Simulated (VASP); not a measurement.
Write the native input for VASP 6.6.1 that does the following.

| Property | Result |
| --- | --- |
| Task | single point |
| Functional | BLYP |
| Potentials or basis | VASP PAW PBE potentials, release 64 (Se) |
| Cutoff | 520 eV |
| k mesh | 14 × 14 × 8 |
| Occupations | fermi-dirac, width 0.1 eV |
| Spin | no spin polarisation |
| Dipole correction | no |
| Further INCAR settings | ALGO = Normal; EDIFF = 1e-06; NBANDS = 13 |

The structure of Se lies in POSCAR:

```
Se
1.0
   -5.2054958888      4.8499012608      1.4225975048
    4.8499012608     -5.2054958888      1.4225975048
    3.5812898329      3.5812898329     -2.0738697172
Se
2
Direct
    0.0874639238      0.9125360762      0.0000000000
    0.6625360762      0.3374639238      0.5000000000
```

One way to write it, as run:

INCAR

```
PREC = Accurate ; ENCUT = 520
EDIFF = 1E-6 ; ISMEAR = -1
SIGMA = 0.1 ; LREAL = F
LASPH = T ; NELM = 100
ALGO = Normal ; ISIF = 2
LWAVE = F ; LCHARG = F
GGA = B5 ; ALDAX = 1.0
AGGAX = 1.0 ; AGGAC = 1.0
ALDAC = 0.0 ; NBANDS = 13
```

KPOINTS

```
Automatic mesh
0
Gamma
  14 14 8
```

Potentials or basis: VASP PAW PBE potentials, release 64 (Se).

Command:

```sh
$ cat potpaw_PBE.64/Se/POTCAR > POTCAR
$ mpirun -np 1 vasp_std > vasp.out
```

Results of the run:

| Item | Value |
| --- | --- |
| Pressure | 1.2 GPa |
| Largest force | 0.082 eV/Å |
| Band gap on the k mesh | zero (bands 6 and 7 overlap by 2.75 eV) |

Caveat: the PAW data sets were made with another functional, which shifts forces and pressure a little.

Wall time 23 min on 1 thread of Oxide Virtual Turin-like Processor (shared host), peak memory 0.63 GiB.
